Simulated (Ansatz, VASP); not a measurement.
# BAs: VASP beside Ansatz

File INCAR:

```
ALGO = Normal
EDIFF = 1E-6
ENCUT = 520
GGA = PE
ISIF = 2
ISMEAR = -1
LASPH = T
LCHARG = F
LREAL = F
LWAVE = F
NBANDS = 11
NELM = 100
PREC = Accurate
SIGMA = 0.05
```

The input KPOINTS:

```
k-points
0
Gamma
  12 8 6
```

Contents of POSCAR:

```
BAs
1.0
    2.0987951386      0.0000000000      0.0000000000
    0.0000000000      3.1311649389      0.0000000000
    0.0000000000      0.0000000000      4.8840668399
B As
1 1
Direct
    0.0000000000      0.5000000000      0.0000000000
    0.5000000000      0.5000000000      0.5000000000
```

Contents of input.yaml:

```yaml
crystal:
  lattice:
    - [2.0987951386, 0.0, 0.0]
    - [0.0, 3.1311649389, 0.0]
    - [0.0, 0.0, 4.8840668399]
  atoms:
    - { symbol: B, position: [0.0, 0.5, 0.0] }
    - { symbol: As, position: [0.5, 0.5, 0.5] }
kpoints:
  mp_grid: { grid: [12, 8, 6] }
scf:
  occupations: { method: fermi_dirac, width: 0.05 }
hamiltonian:
  xc: pbe
  pseudopotentials: { kind: all_electron, lapw: { basis_error: 0.0005 } }
output:
  forces: true
  stress: true
  eigenvalues: true
```

Change from the starting cell: volume scaled by 0.96.

Alike in both runs: task single point; functional PBE; k mesh 12 × 8 × 6; occupations fermi-dirac, width 0.05 eV; no spin polarisation.

|  | VASP | Ansatz |
| --- | --- | --- |
| version | VASP 6.6.1 | Ansatz 0.2.0 |
| potentials or method | VASP PAW PBE potentials, release 64 (B, As), cutoff 520 eV | all-electron LAPW, scalar-relativistic |

```csv
,VASP,Ansatz,Ansatz less VASP
gap on the k mesh at the Fermi level (eV),none,none,-
pressure (GPa),9.7,9.0,-0.69
"traceless stress, the component that is largest in VASP (GPa)",29.53,28.38,-1.151
```

A gap of «none» marks a metal or a gap that the smearing closes. Ansatz ran all-electron here, and VASP with PAW potentials.
